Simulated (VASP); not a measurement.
# AlN in VASP: single point with PBE+D3(BJ)

Aim: the single point of AlN with PBE+D3(BJ).

Everything below comes from runs of VASP 6.6.1. Logs are shortened: lines on timing, memory, paths and dates and some standing lists are left out, and cuts for length are marked.

## 1. The cell of the first run

The cell holds a slab with vacuum, 32 atoms: a = 6.219 Å, b = 6.219 Å, c = 27.776 Å, α = 90.00°, β = 90.00°, γ = 120.00°.

## 2. Single point, PBE+D3(BJ)

INCAR

```
SYSTEM = AlN
  PREC = Accurate
  ENCUT = 520
  EDIFF = 1E-6
  ISMEAR = 0
  SIGMA = 0.05
  LREAL = Auto
  LASPH = .True.
  NELM = 120
  ALGO = Normal
  ISIF = 2
  LWAVE = .False.
  LCHARG = .False.
  LDIPOL = .True.
  IDIPOL = 3
  DIPOL = 0.5 0.5 0.433
  GGA = PE
  IVDW = 12
  NBANDS = 86
  GGA_COMPAT = .False.
  NELMDL = -8
```

KPOINTS

```
regular mesh
0
Gamma
  3 3 1
  0 0 0
```

POSCAR

```
AlN
1.0
    6.2188310403      0.0000000000      0.0000000000
   -3.1094155201      5.3856656627      0.0000000000
    0.0000000000      0.0000000000     27.7759460775
N Al
16 16
Direct
    0.1666666667      0.3333333333      0.2880189923
    0.1666666667      0.8333333333      0.2880189923
    0.6666666667      0.3333333333      0.2880189923
    0.6666666667      0.8333333333      0.2880189923
    0.3333333333      0.1666666667      0.3776430243
    0.3333333333      0.6666666667      0.3776430243
    0.8333333333      0.1666666667      0.3776430243
    0.8333333333      0.6666666667      0.3776430243
    0.1630597698      0.3309777484      0.4679690680
    0.1669522125      0.8308452804      0.4719143631
    0.6669408644      0.3318492810      0.4678965916
    0.6692330898      0.8387515556      0.4722962950
    0.3311749693      0.1671305295      0.5536251062
    0.3309166791      0.6581273262      0.5579456217
    0.8334566343      0.1757051664      0.5625996247
    0.8315692182      0.6619466392      0.5562626604
    0.3333333333      0.1666666667      0.3091908808
    0.3333333333      0.6666666667      0.3091908808
    0.8333333333      0.1666666667      0.3091908808
    0.8333333333      0.6666666667      0.3091908808
    0.1666666667      0.3333333333      0.3988149129
    0.1666666667      0.8333333333      0.3988149129
    0.6666666667      0.3333333333      0.3988149129
    0.6666666667      0.8333333333      0.3988149129
    0.3361842847      0.1736072685      0.4857297014
    0.3321630597      0.6573599396      0.4859881436
    0.8376601488      0.1774398834      0.4895673705
    0.8277776194      0.6594512081      0.4854043100
    0.1743632663      0.3275740221      0.5842478634
    0.1682324994      0.8335179841      0.5579515775
    0.6492598671      0.3347109893      0.5820175551
    0.6682115920      0.8350099457      0.5643280562
```

Potentials or basis: VASP PAW PBE potentials, release 64 (N, Al).

Launch:

```console
cat potpaw_PBE.64/N/POTCAR potpaw_PBE.64/Al/POTCAR > POTCAR
mpirun -np 1 vasp_std > vasp.out
```

OUTCAR:

```text
SYSTEM = AlN
   PREC = Accurate
   ENCUT = 520
   EDIFF = 1E-6
   ISMEAR = 0
   LREAL = Auto
   LASPH = .True.
   NELM = 120
   ISIF = 2
   GGA = PE
   IVDW = 12
   NELMDL = -8
 IVDW          = 12

 ion  position               nearest neighbor table
   1  0.167  0.333  0.288-  17 1.89  18 1.89  19 1.89
   2  0.167  0.833  0.288-  18 1.89  17 1.89  20 1.89
   3  0.667  0.333  0.288-  19 1.89  20 1.89  17 1.89
   4  0.667  0.833  0.288-  20 1.89  19 1.89  18 1.89
   5  0.333  0.167  0.378-  21 1.89  22 1.89  23 1.89  17 1.90
   6  0.333  0.667  0.378-  22 1.89  21 1.89  24 1.89  18 1.90
   7  0.833  0.167  0.378-  23 1.89  24 1.89  21 1.89  19 1.90
   8  0.833  0.667  0.378-  24 1.89  23 1.89  22 1.89  20 1.90
   9  0.163  0.331  0.468-  26 1.83  25 1.85  27 1.85  21 1.92
  10  0.167  0.831  0.472-  28 1.86  26 1.87  25 1.89  22 2.03  30 2.39
  11  0.667  0.332  0.468-  28 1.83  25 1.85  27 1.85  23 1.92
  12  0.669  0.839  0.472-  26 1.86  28 1.86  27 1.89  24 2.04  32 2.56
  13  0.331  0.167  0.554-  30 1.80  25 1.89  31 1.89  29 1.91
  14  0.331  0.658  0.558-  30 1.82  32 1.83  29 1.93  26 2.00
  15  0.833  0.176  0.563-  32 1.84  31 1.93  29 1.94  27 2.03
  16  0.832  0.662  0.556-  30 1.81  32 1.83  31 1.91  28 1.97
  17  0.333  0.167  0.309-   1 1.89   2 1.89   3 1.89   5 1.90  21 3.07  22 3.07  23 3.07  18 3.11
                            18 3.11  20 3.11  20 3.11  19 3.11  19 3.11
  18  0.333  0.667  0.309-   2 1.89   1 1.89   4 1.89   6 1.90  22 3.07  21 3.07  24 3.07  17 3.11
                            17 3.11  19 3.11  19 3.11  20 3.11  20 3.11
  19  0.833  0.167  0.309-   3 1.89   4 1.89   1 1.89   7 1.90  23 3.07  24 3.07  21 3.07  20 3.11
                            20 3.11  18 3.11  18 3.11  17 3.11  17 3.11
  20  0.833  0.667  0.309-   4 1.89   3 1.89   2 1.89   8 1.90  24 3.07  23 3.07  22 3.07  19 3.11
                            19 3.11  17 3.11  17 3.11  18 3.11  18 3.11
  21  0.167  0.333  0.399-   5 1.89   6 1.89   7 1.89   9 1.92  26 2.98  25 3.00  17 3.07  18 3.07
                            19 3.07  27 3.08  22 3.11  22 3.11  24 3.11  24 3.11  23 3.11  23 3.11
  22  0.167  0.833  0.399-   6 1.89   5 1.89   8 1.89  10 2.03  28 3.02  25 3.03  26 3.04  18 3.07
                            17 3.07  20 3.07  21 3.11  21 3.11  23 3.11  23 3.11  24 3.11  24 3.11
  23  0.667  0.333  0.399-   7 1.89   8 1.89   5 1.89  11 1.92  28 2.98  25 3.00  19 3.07  20 3.07
                            17 3.07  27 3.08  24 3.11  24 3.11  22 3.11  22 3.11  21 3.11  21 3.11
  24  0.667  0.833  0.399-   8 1.89   7 1.89   6 1.89  12 2.04  28 3.01  26 3.02  20 3.07  19 3.07
                            18 3.07  23 3.11  23 3.11  21 3.11  21 3.11  22 3.11  22 3.11  27 3.13
  25  0.336  0.174  0.486-   9 1.85  11 1.85  10 1.89  13 1.89  30 2.72  21 3.00  23 3.00  26 3.02
                            22 3.03  28 3.04  27 3.11  27 3.11  31 3.16  28 3.18  26 3.20  29 3.22
  26  0.332  0.657  0.486-   9 1.83  12 1.86  10 1.87  14 2.00  30 2.71  32 2.83  21 2.98  24 3.02
                            25 3.02  27 3.03  22 3.04  28 3.08  28 3.14  27 3.19  25 3.20  29 3.26
  27  0.838  0.177  0.490-  11 1.85   9 1.85  12 1.89  15 2.03  32 2.78  28 3.03  26 3.03  23 3.08
                            21 3.08  25 3.11  25 3.11  24 3.13  31 3.17  26 3.19  28 3.19  29 3.20
  28  0.828  0.659  0.485-  11 1.83  12 1.86  10 1.86  16 1.97  30 2.72  32 2.84  23 2.98  24 3.01
                            22 3.02  27 3.03  25 3.04  26 3.08  26 3.14  25 3.18  27 3.19  31 3.20
  29  0.174  0.328  0.584-  13 1.91  14 1.93  15 1.94  31 2.93  30 3.14  32 3.16  32 3.16  27 3.20
                            25 3.22  30 3.25  26 3.26  31 3.29
  30  0.168  0.834  0.558-  13 1.80  16 1.81  14 1.82  10 2.39  26 2.71  25 2.72  28 2.72  32 3.11
                            32 3.12  31 3.13  29 3.14  31 3.24  29 3.25
  31  0.649  0.335  0.582-  13 1.89  16 1.91  15 1.93  29 2.93  32 3.09  30 3.13  25 3.16  27 3.17
                            28 3.20  32 3.21  30 3.24  29 3.29
  32  0.668  0.835  0.564-  16 1.83  14 1.83  15 1.84  12 2.56  27 2.78  26 2.83  28 2.84  31 3.09
                            30 3.11  30 3.12  29 3.16  29 3.16  31 3.21

  LATTYP: Found a hexagonal cell.
 ALAT       =     6.2188310403
 C/A-ratio  =     4.4664255867

  Lattice vectors:

 A1 = (   6.2188310403,   0.0000000000,   0.0000000000)
 A2 = (  -3.1094155201,   5.3856656627,   0.0000000000)
 A3 = (   0.0000000000,   0.0000000000,  27.7759460775)

Analysis of symmetry for initial positions (statically):
=====================================================================
 Subroutine PRICEL returns:
 Original cell was already a primitive cell.

 Routine SETGRP: Setting up the symmetry group for a
 hexagonal supercell.

 Subroutine GETGRP returns: Found  1 space group operations
 (whereof  1 operations were pure point group operations)
 out of a pool of 24 trial point group operations.

The static configuration has the point symmetry C_1 .

Analysis of symmetry for dynamics (positions and initial velocities):
=====================================================================
 Subroutine PRICEL returns:
[... 121 lines left out ...]

 Found      5 irreducible k-points:

 Following reciprocal coordinates:
            Coordinates               Weight
  0.000000  0.000000  0.000000      1.000000
  0.333333 -0.000000  0.000000      2.000000
  0.000000  0.333333  0.000000      2.000000
 -0.333333  0.333333  0.000000      2.000000
  0.333333  0.333333  0.000000      2.000000
   k-points           NKPTS =      5   k-points in BZ     NKDIM =      5   number of bands    NBANDS=     86
   number of dos      NEDOS =    301   number of ions     NIONS =     32
   total plane-waves  NPLWV = 483840
   dimension x,y,z NGX =    48 NGY =   48 NGZ =  210
   dimension x,y,z NGXF=    96 NGYF=   96 NGZF=  420
   ions per type =              16  16
   NGX,Y,Z   is equivalent  to a cutoff of  12.83, 12.83, 12.57 a.u.
   NGXF,Y,Z  is equivalent  to a cutoff of  25.66, 25.66, 25.14 a.u.
 SYSTEM =  AlN
   PREC   = accura    normal or accurate (medium, high low for compatibility)
   ISTART =      0    job   : 0-new  1-cont  2-samecut
   ICHARG =      2    charge: 1-file 2-atom 10-const
   ISPIN  =      1    spin polarized calculation?
   LNONCOLLINEAR =      F non collinear calculations
   LSORBIT =      F    spin-orbit coupling
   LASPH  =      T    aspherical Exc in radial PAW
   ENCUT  =  520.0 eV  38.22 Ry    6.18 a.u.  11.56 11.56 51.64*2*pi/ulx,y,z
   NELM   =    120;   NELMIN=  2; NELMDL= -8     # of ELM steps
   EDIFF  = 0.1E-05   stopping-criterion for ELM
   LREAL  =      T    real-space projection
   EDIFFG = 0.1E-04   stopping-criterion for IOM
   NSW    =      0    number of steps for IOM
   IBRION =     -1    ionic relax: 0-MD 1-quasi-New 2-CG
   NFREE  =      0    steps in history (QN), initial steepest desc. (CG)
   ISIF   =      2    stress and relaxation
   ISYM   =      2    0-nonsym 1-usesym 2-fastsym
   POTIM  = 0.5000    time-step for ionic-motion
   TEBEG  =    0.0;   TEEND  =   0.0 temperature during run
   PSTRESS=    0.0 pullay stress
   NELECT =     128.0000    total number of electrons
   NUPDOWN=      -1.0000    fix difference up-down
   EMIN   =  10.00;   EMAX   =-10.00  energy-range for DOS
   EFERMI =   0.00;   METHOD = LEGACY
   ISMEAR =     0;   SIGMA  =   0.05  broadening in eV -4-tet -1-fermi 0-gaus
   EFERMI_NEDOS =   21; number of points for ismear=-14 and -15
   IALGO  =     38    algorithm
   IMIX   =      4    mixing-type and parameters
     AMIX     =   0.40;   BMIX     =  1.00
     AMIX_MAG =   1.60;   BMIX_MAG =  1.00
  volume/ion in A,a.u.               =      29.07       196.18
  Fermi-wavevector in a.u.,A,eV,Ry     =   0.845160  1.597122  9.718589  0.714296
  Thomas-Fermi vector in A             =   1.960304
   LORBIT       =      0    0 simple, 1 ext, 2 COOP (PROOUT), +10 PAW based schemes
   GGA     = PE    functional components
   LHFCALC =     F    Hartree Fock is set to
   AEXX    =    0.0000 exact exchange contribution
   IVDW    =    12    specifies the selected vdW correction
   LEPSILON=     F    determine dielectric tensor
   LRPA    =     F    only Hartree local field effects (RPA)
 non-spin polarized calculation
 Gauss-broadening in eV      SIGMA  =   0.05
  energy-cutoff  :      520.00
  volume of cell :      930.29
 maximum number of plane-waves:     25088
 NGX is ok and might be reduce to    48
   NGX = 23   NGY = 23   NGZ =103

 dipolmoment           0.000000      0.000000      0.184674 electrons x Angstroem

 number of electron     127.9999994 magnetization

 dipolmoment           0.000000      0.000000     -0.679635 electrons x Angstroem

 Free energy of the ion-electron system (eV)
  ---------------------------------------------------
  ext. energy  EPLUGINS =         0.00000000
  ---------------------------------------------------
  free energy    TOTEN  =      -222.86632168 eV

  energy without entropy =     -222.82673576  energy(sigma->0) =     -222.84652872

 E-fermi :  -0.7969     XC(G=0):  -4.5718

 val. band max:       -0.8037124666   @ k =   0.0000   0.3333   0.0000
 cond. band min:      -0.6678955138   @ k =   0.3333   0.3333   0.0000
 fundamental gap:      0.1358169528
 Fermi energy:        -0.7968764672

 k-point     1 :       0.0000    0.0000    0.0000
  band No.  band energies     occupation
      1     -19.0124      2.00000
      2     -17.8312      2.00000
      3     -17.2395      2.00000
      4     -17.2077      2.00000
      5     -17.1474      2.00000
      6     -16.7680      2.00000
[... 384 lines left out ...]
     75       3.4339      0.00000
     76       3.4946      0.00000
 [bands above 76 left out]

------------------------ aborting loop because EDIFF is reached ----------------------------------------

 vacuum level on the upper side and lower side of the slab       (xc-potential included)        -1.927         1.652

 Edisp (eV)   -6.85863

 E8    (eV) :    -2.7618

  FORCE on cell =-STRESS in cart. coord.  units (eV):
  Direction    XX          YY          ZZ          XY          YZ          ZX
  --------------------------------------------------------------------------------------
  -------------------------------------------------------------------------------------
  Total       2.54082     5.45519    -1.32455     0.05800     0.47501     0.30303
  in kB       4.37589     9.39515    -2.28119     0.09989     0.81808     0.52189
  external pressure =        3.83 kB  Pullay stress =        0.00 kB

 VOLUME and BASIS-vectors are now :
 -----------------------------------------------------------------------------
  energy-cutoff  :      520.00
  volume of cell :      930.29
      direct lattice vectors                 reciprocal lattice vectors
     6.218831040  0.000000000  0.000000000     0.160801925  0.092839034  0.000000000
    -3.109415520  5.385665663  0.000000000     0.000000000  0.185678069  0.000000000
     0.000000000  0.000000000 27.775946077     0.000000000  0.000000000  0.036002374

 POSITION                                       TOTAL-FORCE (eV/Angst)
 -----------------------------------------------------------------------------------
      0.00000      1.79522      8.00000         0.014653      0.024330      2.093123
     -1.55471      4.48805      8.00000        -0.000937     -0.020319      2.118616
      3.10942      1.79522      8.00000        -0.016943      0.029061      2.097719
      1.55471      4.48805      8.00000         0.002940     -0.031854      2.090862
      1.55471      0.89761     10.48939        -0.006769     -0.082290      2.346983
     -0.00000      3.59044     10.48939         0.038192      0.081726      2.476987
[... 24 lines left out ...]
      2.99688      1.80264     16.16609        -0.177619      0.117681      0.354073
      1.55910      4.49708     15.67475        -0.110854     -0.149036      0.337686
 -----------------------------------------------------------------------------------
    total drift:                                0.005226      0.005527      0.017758

  FREE ENERGIE OF THE ION-ELECTRON SYSTEM (eV)
  ---------------------------------------------------
  free  energy   TOTEN  =      -229.7249543876 eV

  energy  without entropy=     -229.6853684666  energy(sigma->0) =     -229.70516143

 vacuum level on the upper side and lower side of the slab         3.129         6.783
```

Wall time 44 min (1 thread of Oxide Virtual Turin-like, shared host); peak memory 0.96 GiB.

Results:

```
Free energy                : -229.7250 eV
Largest force              : 2.956 eV/Å
Band gap on the k mesh     : zero (bands 64 and 65 overlap by 0.15 eV)
Dispersion energy per atom : -0.214 eV
```

Forces in eV/Å, atoms in the order of the input:
```
N    0.015  0.024  2.093
N   -0.001 -0.020  2.119
N   -0.017  0.029  2.098
N    0.003 -0.032  2.091
N   -0.007 -0.082  2.347
N    0.038  0.082  2.477
N   -0.003 -0.101  2.041
N   -0.030  0.094  2.526
N    0.019 -0.008 -0.013
N   -0.036 -0.003 -0.082
N   -0.019  0.000  0.025
N    0.009 -0.027 -0.086
N   -0.052  0.010  0.057
N   -0.181  0.029 -0.305
N    0.119 -0.081 -0.298
N   -0.056 -0.069  0.033
Al  -0.001 -0.016 -2.879
Al   0.004  0.014 -2.937
Al  -0.001 -0.014 -2.770
Al  -0.003  0.016 -2.956
Al  -0.226 -0.185 -1.663
Al   0.053  0.033 -1.439
Al   0.203 -0.210 -1.687
Al  -0.033  0.356 -1.390
Al  -0.005 -0.006 -0.277
Al  -0.020  0.019 -0.010
Al   0.017 -0.034 -0.099
Al  -0.009  0.005 -0.101
Al   0.410  0.374  0.185
Al   0.096 -0.166  0.209
Al  -0.178  0.118  0.354
Al  -0.111 -0.149  0.338
```

Levels at points of the mesh, in eV from the Fermi level:
| k point | band 63 | band 64 | band 65 | band 66 | band 67 | band 68 |
| --- | --- | --- | --- | --- | --- | --- |
| (0.00, 0.00, 0.00) | -0.15 | 0.15 | 0.15 | 0.68 | 1.23 | 1.39 |

Caveat: the k points lie up to 0.39 Å⁻¹ apart.

The gap in the log of VASP goes by the Fermi energy; the results here count the filled bands.